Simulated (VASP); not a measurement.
# MgS in VASP: further runs

Runs on MgS. Level: PBE. Tasks: single point, relaxation of cell and atoms.

Everything below comes from runs of VASP 6.6.1. Logs are shortened: lines on timing, memory, paths and dates and some standing lists are left out, and cuts for length are marked.

### 1 The cell of the first run

The structure is cubic, space group Pm-3m (No. 221). The conventional cell has a = 3.274 Å, b = 3.274 Å, c = 3.274 Å, α = 90.00°, β = 90.00°, γ = 90.00°. Within 3.7 Å of Mg (site symmetry m-3m) lie 8 S at 2.84 Å and 6 Mg at 3.27 Å. S (site symmetry m-3m) has 8 Mg at 2.84 Å and 6 S at 3.27 Å within 3.7 Å.

### 2 Single point, PBE

Input file INCAR:

```
ALGO = Normal
EDIFF = 1E-6
ENCUT = 520
GGA = PE
ISIF = 2
ISMEAR = 0
LASPH = True
LCHARG = False
LREAL = False
LWAVE = False
NBANDS = 11
NELM = 80
PREC = Accurate
SIGMA = 0.1
```

Input file KPOINTS:

```
k-points
0
Gamma
  6 6 6
```

Input file POSCAR:

```
MgS
1.0
    3.2735842834      0.0000000000      0.0000000000
    0.0000000000      3.2735842834      0.0000000000
    0.0000000000      0.0000000000      3.2735842834
Mg S
1 1
Direct
    0.0000000000      0.0000000000      0.0000000000
    0.5000000000      0.5000000000      0.5000000000
```

Potentials or basis: VASP PAW PBE potentials, release 64 (Mg, S).

Launch:

```bash
> cat potpaw_PBE.64/Mg/POTCAR potpaw_PBE.64/S/POTCAR > POTCAR
> mpirun -np 1 vasp_std > vasp.out
```

OUTCAR:

```text
EDIFF = 1E-6
   ENCUT = 520
   GGA = PE
   ISIF = 2
   ISMEAR = 0
   LASPH = True
   LREAL = False
   NELM = 80
   PREC = Accurate

 ion  position               nearest neighbor table
   1  0.000  0.000  0.000-   2 2.84   2 2.84   2 2.84   2 2.84   2 2.84   2 2.84   2 2.84   2 2.84

   2  0.500  0.500  0.500-   1 2.84   1 2.84   1 2.84   1 2.84   1 2.84   1 2.84   1 2.84   1 2.84

  LATTYP: Found a simple cubic cell.
 ALAT       =     3.2735842834

  Lattice vectors:

 A1 = (   3.2735842834,   0.0000000000,   0.0000000000)
 A2 = (   0.0000000000,   3.2735842834,   0.0000000000)
 A3 = (   0.0000000000,   0.0000000000,   3.2735842834)

Analysis of symmetry for initial positions (statically):
=====================================================================
 Subroutine PRICEL returns:
 Original cell was already a primitive cell.

 Routine SETGRP: Setting up the symmetry group for a
 simple cubic supercell.

 Subroutine GETGRP returns: Found 48 space group operations
 (whereof 48 operations were pure point group operations)
 out of a pool of 48 trial point group operations.

The static configuration has the point symmetry O_h .

Analysis of symmetry for dynamics (positions and initial velocities):
=====================================================================
 Subroutine PRICEL returns:
 Original cell was already a primitive cell.

 Routine SETGRP: Setting up the symmetry group for a
 simple cubic supercell.

 Subroutine GETGRP returns: Found 48 space group operations
 (whereof 48 operations were pure point group operations)
 out of a pool of 48 trial point group operations.

The dynamic configuration has the point symmetry O_h .

 Subroutine INISYM returns: Found 48 space group operations
 (whereof 48 operations are pure point group operations),
 and found     1 'primitive' translations

----------------------------------------------------------------------------------------

                                     Primitive cell

  volume of cell :      35.0809

  direct lattice vectors                    reciprocal lattice vectors
     3.273584283  0.000000000  0.000000000     0.305475562  0.000000000  0.000000000
     0.000000000  3.273584283  0.000000000     0.000000000  0.305475562  0.000000000
     0.000000000  0.000000000  3.273584283     0.000000000  0.000000000  0.305475562

  length of vectors
     3.273584283  3.273584283  3.273584283     0.305475562  0.305475562  0.305475562

  position of ions in fractional coordinates (direct lattice)
     0.000000000  0.000000000  0.000000000
     0.500000000  0.500000000  0.500000000

  ion indices of the primitive-cell ions
   primitive index   ion index
                 1           1
                 2           2

----------------------------------------------------------------------------------------

 KPOINTS: k-points

Automatic generation of k-mesh.
 Grid dimensions read from file:
 generate k-points for:    6    6    6

 Generating k-lattice:

  Cartesian coordinates                     Fractional coordinates (reciprocal lattice)
     0.050912594  0.000000000  0.000000000     0.166666667  0.000000000  0.000000000
     0.000000000  0.050912594  0.000000000     0.000000000  0.166666667  0.000000000
     0.000000000  0.000000000  0.050912594     0.000000000  0.000000000  0.166666667

  Length of vectors
     0.050912594  0.050912594  0.050912594

  Shift w.r.t. Gamma in fractional coordinates (k-lattice)
     0.000000000  0.000000000  0.000000000

 Subroutine IBZKPT returns following result:
 ===========================================

 Found     20 irreducible k-points:

 Following reciprocal coordinates:
            Coordinates               Weight
  0.000000  0.000000  0.000000      1.000000
  0.166667  0.000000  0.000000      6.000000
  0.333333  0.000000  0.000000      6.000000
  0.500000  0.000000  0.000000      3.000000
  0.166667  0.166667  0.000000     12.000000
  0.333333  0.166667  0.000000     24.000000
[... 12 lines left out ...]
  0.500000  0.500000  0.333333      6.000000
  0.500000  0.500000  0.500000      1.000000
   k-points           NKPTS =     20   k-points in BZ     NKDIM =     20   number of bands    NBANDS=     11
   number of dos      NEDOS =    301   number of ions     NIONS =      2
   total plane-waves  NPLWV =  13824
   dimension x,y,z NGX =    24 NGY =   24 NGZ =   24
   dimension x,y,z NGXF=    48 NGYF=   48 NGZF=   48
   ions per type =               1   1
   NGX,Y,Z   is equivalent  to a cutoff of  12.19, 12.19, 12.19 a.u.
   NGXF,Y,Z  is equivalent  to a cutoff of  24.38, 24.38, 24.38 a.u.
 SYSTEM =  unknown system
   PREC   = accura    normal or accurate (medium, high low for compatibility)
   ISTART =      0    job   : 0-new  1-cont  2-samecut
   ICHARG =      2    charge: 1-file 2-atom 10-const
   ISPIN  =      1    spin polarized calculation?
   LNONCOLLINEAR =      F non collinear calculations
   LSORBIT =      F    spin-orbit coupling
   LASPH  =      T    aspherical Exc in radial PAW
   ENCUT  =  520.0 eV  38.22 Ry    6.18 a.u.   6.09  6.09  6.09*2*pi/ulx,y,z
   NELM   =     80;   NELMIN=  2; NELMDL= -5     # of ELM steps
   EDIFF  = 0.1E-05   stopping-criterion for ELM
   LREAL  =      F    real-space projection
   EDIFFG = 0.1E-04   stopping-criterion for IOM
   NSW    =      0    number of steps for IOM
   IBRION =     -1    ionic relax: 0-MD 1-quasi-New 2-CG
   NFREE  =      0    steps in history (QN), initial steepest desc. (CG)
   ISIF   =      2    stress and relaxation
   ISYM   =      2    0-nonsym 1-usesym 2-fastsym
   POTIM  = 0.5000    time-step for ionic-motion
   TEBEG  =    0.0;   TEEND  =   0.0 temperature during run
   PSTRESS=    0.0 pullay stress
   NELECT =       8.0000    total number of electrons
   NUPDOWN=      -1.0000    fix difference up-down
   EMIN   =  10.00;   EMAX   =-10.00  energy-range for DOS
   EFERMI =   0.00;   METHOD = LEGACY
   ISMEAR =     0;   SIGMA  =   0.10  broadening in eV -4-tet -1-fermi 0-gaus
   EFERMI_NEDOS =   21; number of points for ismear=-14 and -15
   IALGO  =     38    algorithm
   IMIX   =      4    mixing-type and parameters
     AMIX     =   0.40;   BMIX     =  1.00
     AMIX_MAG =   1.60;   BMIX_MAG =  1.00
  volume/ion in A,a.u.               =      17.54       118.37
  Fermi-wavevector in a.u.,A,eV,Ry     =   1.000187  1.890080 13.610921  1.000374
  Thomas-Fermi vector in A             =   2.132527
   LORBIT       =      0    0 simple, 1 ext, 2 COOP (PROOUT), +10 PAW based schemes
   GGA     = PE    functional components
   LHFCALC =     F    Hartree Fock is set to
   AEXX    =    0.0000 exact exchange contribution
   IVDW    =     0    specifies the selected vdW correction
   LEPSILON=     F    determine dielectric tensor
   LRPA    =     F    only Hartree local field effects (RPA)
 non-spin polarized calculation
 Gauss-broadening in eV      SIGMA  =   0.10
  energy-cutoff  :      520.00
  volume of cell :       35.08
 maximum number of plane-waves:       968
   NGX = 13   NGY = 13   NGZ = 13

 number of electron       7.9999996 magnetization

 Free energy of the ion-electron system (eV)
  ---------------------------------------------------
  ext. energy  EPLUGINS =         0.00000000
  ---------------------------------------------------
  free energy    TOTEN  =        -7.25288313 eV

  energy without entropy =       -7.24861596  energy(sigma->0) =       -7.25074954

 E-fermi :   5.3057     XC(G=0):  -9.8172

 val. band max:        5.2957279047   @ k =   0.5000   0.5000   0.1667
 cond. band min:       5.4658277146   @ k =   0.5000   0.5000   0.0000
 fundamental gap:      0.1700998099
 Fermi energy:         5.3056842933

 k-point     1 :       0.0000    0.0000    0.0000
  band No.  band energies     occupation
      1      -8.6227      2.00000
      2       4.0139      2.00000
      3       4.0139      2.00000
      4       4.0139      2.00000
      5       6.1173      0.00000
      6       9.7390      0.00000
      7       9.7390      0.00000
      8      17.7489      0.00000
      9      17.7489      0.00000
     10      17.7489      0.00000
     11      18.5767      0.00000

 k-point     2 :       0.1667    0.0000    0.0000
  band No.  band energies     occupation
      1      -8.3895      2.00000
      2       2.0124      2.00000
      3       4.1755      2.00000
      4       4.1755      2.00000
      5       7.1924      0.00000
      6      10.1122      0.00000
      7      11.2744      0.00000
      8      15.6194      0.00000
      9      15.6194      0.00000
     10      16.9174      0.00000
     11      18.8837      0.00000

 k-point     3 :       0.3333    0.0000    0.0000
  band No.  band energies     occupation
      1      -7.8261      2.00000
      2      -0.2999      2.00000
      3       4.5422      2.00000
      4       4.5422      2.00000
      5       8.3432      0.00000
      6      11.2117      0.00000
      7      12.2644      0.00000
      8      13.5669      0.00000
      9      13.5669      0.00000
     10      15.9421      0.00000
     11      18.1042      0.00000

 k-point     4 :       0.5000    0.0000    0.0000
  band No.  band energies     occupation
      1      -7.4667      2.00000
      2      -1.2794      2.00000
      3       4.7546      2.00000
      4       4.7546      2.00000
      5       9.1566      0.00000
      6      11.5055      0.00000
      7      12.5377      0.00000
      8      12.7585      0.00000
      9      12.7585      0.00000
     10      13.8799      0.00000
     11      20.3420      0.00000

 k-point     5 :       0.1667    0.1667    0.0000
  band No.  band energies     occupation
      1      -8.1617      2.00000
      2       1.9568      2.00000
      3       2.6097      2.00000
      4       4.3366      2.00000
      5       8.2324      0.00000
      6      10.8505      0.00000
      7      11.8870      0.00000
      8      13.8787      0.00000
      9      15.3973      0.00000
     10      16.9574      0.00000
     11      17.5421      0.00000
[... 155 lines left out ...]
 k-point    17 :       0.3333    0.3333    0.3333
  band No.  band energies     occupation
      1      -6.4509      2.00000
      2       1.2343      2.00000
      3       1.7822      2.00000
      4       1.7822      2.00000
      5       7.9050      0.00000
      6       8.7375      0.00000
      7       8.7375      0.00000
      8      14.3666      0.00000
      9      17.3434      0.00000
     10      18.1382      0.00000
     11      18.1382      0.00000

 k-point    18 :       0.5000    0.3333    0.3333
  band No.  band energies     occupation
      1      -6.1702      2.00000
      2       0.7301      2.00000
      3       1.8725      2.00000
      4       2.1734      2.00000
      5       7.1055      0.00000
      6       7.6994      0.00000
      7       9.0621      0.00000
      8      13.3105      0.00000
      9      17.8776      0.00000
     10      18.5883      0.00000
     11      19.9118      0.00000

 k-point    19 :       0.5000    0.5000    0.3333
  band No.  band energies     occupation
      1      -5.9056      2.00000
      2       1.1996      2.00000
      3       1.1996      2.00000
      4       2.3985      2.00000
      5       6.2366      0.00000
      6       8.0819      0.00000
      7       8.0819      0.00000
      8      12.0238      0.00000
      9      18.6889      0.00000
     10      20.5957      0.00000
     11      20.5957      0.00000

 k-point    20 :       0.5000    0.5000    0.5000
  band No.  band energies     occupation
      1      -5.6510      2.00000
      2       1.6071      2.00000
      3       1.6071      2.00000
      4       1.6071      2.00000
      5       7.0091      0.00000
      6       7.0091      0.00000
      7       7.0091      0.00000
      8      10.5934      0.00000
      9      21.6766      0.00000
     10      21.6766      0.00000
     11      21.6766      0.00000

------------------------ aborting loop because EDIFF is reached ----------------------------------------

  FORCE on cell =-STRESS in cart. coord.  units (eV):
  Direction    XX          YY          ZZ          XY          YZ          ZX
  --------------------------------------------------------------------------------------
  -------------------------------------------------------------------------------------
  Total       -0.0847038     -0.0847038     -0.0847038     -0.0000000     -0.0000000      0.0000000
  in kB       -3.8685006     -3.8685006     -3.8685006     -0.0000000     -0.0000000      0.0000000
  external PRESSURE =      -3.8685006 kB  Pullay stress =       0.0000000 kB

 VOLUME and BASIS-vectors are now :
 -----------------------------------------------------------------------------
  energy-cutoff  :      520.00
  volume of cell :       35.08
      direct lattice vectors                 reciprocal lattice vectors
     3.273584283  0.000000000  0.000000000     0.305475562  0.000000000  0.000000000
     0.000000000  3.273584283  0.000000000     0.000000000  0.305475562  0.000000000
     0.000000000  0.000000000  3.273584283     0.000000000  0.000000000  0.305475562

 POSITION                                       TOTAL-FORCE (eV/Angst)
 -----------------------------------------------------------------------------------
      0.00000      0.00000      0.00000         0.000000      0.000000      0.000000
      1.63679      1.63679      1.63679         0.000000      0.000000      0.000000
 -----------------------------------------------------------------------------------
    total drift:                               -0.000000     -0.000000     -0.000000

  FREE ENERGIE OF THE ION-ELECTRON SYSTEM (eV)
  ---------------------------------------------------
  free  energy   TOTEN  =        -7.2528831340 eV

  energy  without entropy=       -7.2486159556  energy(sigma->0) =       -7.25074954
```

Wall time 6.4 s (1 thread of Intel Xeon 8259CL, shared host); peak memory 0.14 GiB.

Results:

| Property | Result |
| --- | --- |
| Free energy | -7.2529 eV |
| Pressure | -0.4 GPa |

### 3 Single point, PBE

Input file INCAR:

```
SYSTEM = MgS
  ALGO = Normal
  EDIFF = 1E-6
  ENCUT = 520
  GGA = PE
  ISIF = 2
  ISMEAR = 0
  LASPH = .True.
  LCHARG = .False.
  LREAL = .False.
  LWAVE = .False.
  NBANDS = 11
  NELM = 100
  PREC = Accurate
  SIGMA = 0.1
```

Input file KPOINTS:

```
k-points
0
Gamma
  6 6 4
  0 0 0
```

Input file POSCAR:

```
MgS
1.0
    3.2666120496      0.0000000000      0.0000000000
    0.0000000000      3.2666120496      0.0000000000
    0.0000000000      0.0000000000      3.2875287511
Mg S
1 1
Direct
    0.0000000000      0.0000000000      0.0000000000
    0.5000000000      0.5000000000      0.5000000000
```

Potentials or basis: VASP PAW PBE potentials, release 64 (Mg, S).

Launch:

```bash
> cat potpaw_PBE.64/Mg/POTCAR potpaw_PBE.64/S/POTCAR > POTCAR
> mpirun -np 1 vasp_std > vasp.out
```

It took 8 s on 1 thread of Intel Xeon 8259CL, shared host; peak memory 0.14 GiB.

It converged, with:

```yaml
Free_energy: -7.2238 eV
Pressure: -0.3 GPa
Band_gap_on_the_k_mesh: zero (filled and empty bands touch)
```

Stress tensor (GPa, compression positive):
```
-0.30  0.00  0.00
 0.00 -0.30  0.00
 0.00  0.00 -0.42
```

Levels at points of the mesh, in eV from the Fermi level:
| k point | band 1 | band 2 | band 3 | band 4 | band 5 | band 6 | band 7 | band 8 |
| --- | --- | --- | --- | --- | --- | --- | --- | --- |
| (0.00, 0.00, 0.00) | -13.92 | -1.35 | -1.25 | -1.25 | 0.82 | 4.42 | 4.48 | 12.40 |
| (0.50, 0.00, 0.00) | -12.75 | -6.57 | -0.59 | -0.50 | 3.84 | 6.21 | 7.25 | 7.37 |
| (0.50, 0.50, 0.00) | -11.79 | -4.94 | -4.94 | -0.31 | 0.13 | 7.60 | 8.34 | 8.34 |
| (0.00, 0.00, 0.50) | -12.78 | -6.58 | -0.53 | -0.53 | 3.91 | 6.22 | 7.24 | 7.50 |
| (0.50, 0.00, 0.50) | -11.83 | -4.96 | -4.94 | -0.36 | 0.19 | 7.68 | 8.40 | 8.45 |
| (0.50, 0.50, 0.50) | -10.95 | -3.70 | -3.70 | -3.66 | 1.71 | 1.71 | 1.73 | 5.30 |

Caveat: the k points lie up to 0.48 Å⁻¹ apart.

(Continued in part 2 of 2.)
